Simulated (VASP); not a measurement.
Input of a VASP 6.6.1 run:

File INCAR:

```
PREC = Accurate
ENCUT = 700
EDIFF = 1E-6
ISMEAR = 0
SIGMA = 0.1
LREAL = False
LASPH = True
NELM = 120
ALGO = Normal
ISIF = 2
LWAVE = False
LCHARG = False
GGA = PE
NBANDS = 22
GGA_COMPAT = False
```

Contents of KPOINTS:

```
Automatic mesh
0
Gamma
  16 16 16
```

File POSCAR:

```
FeC3
1.0
    3.0803763141      0.0000000000      0.0000000000
    0.0000000000      3.0803763141      0.0000000000
    0.0000000000      0.0000000000      3.0803763141
Fe C
1 3
Direct
    0.0000000000      0.0000000000      0.0000000000
    0.0000000000      0.5000000000      0.5000000000
    0.5000000000      0.0000000000      0.5000000000
    0.5000000000      0.5000000000      0.0000000000
```

Potentials or basis: VASP PAW PBE potentials, release 64 (Fe_sv, C).

Command:

```sh
$ cat potpaw_PBE.64/Fe_sv/POTCAR potpaw_PBE.64/C/POTCAR > POTCAR
$ mpirun -np 1 vasp_std > vasp.out
```

Q: Predict the band gap on the k mesh.

A: Zero (bands 14 and 15 overlap by 1.01 eV).

Q: What does it give for the pressure?

A: -0.7 GPa.

Caveat: the run has no spin polarisation, though such a crystal can be magnetic. Spin polarisation is off, so any magnetic state and its effect on volume and gap are missing.
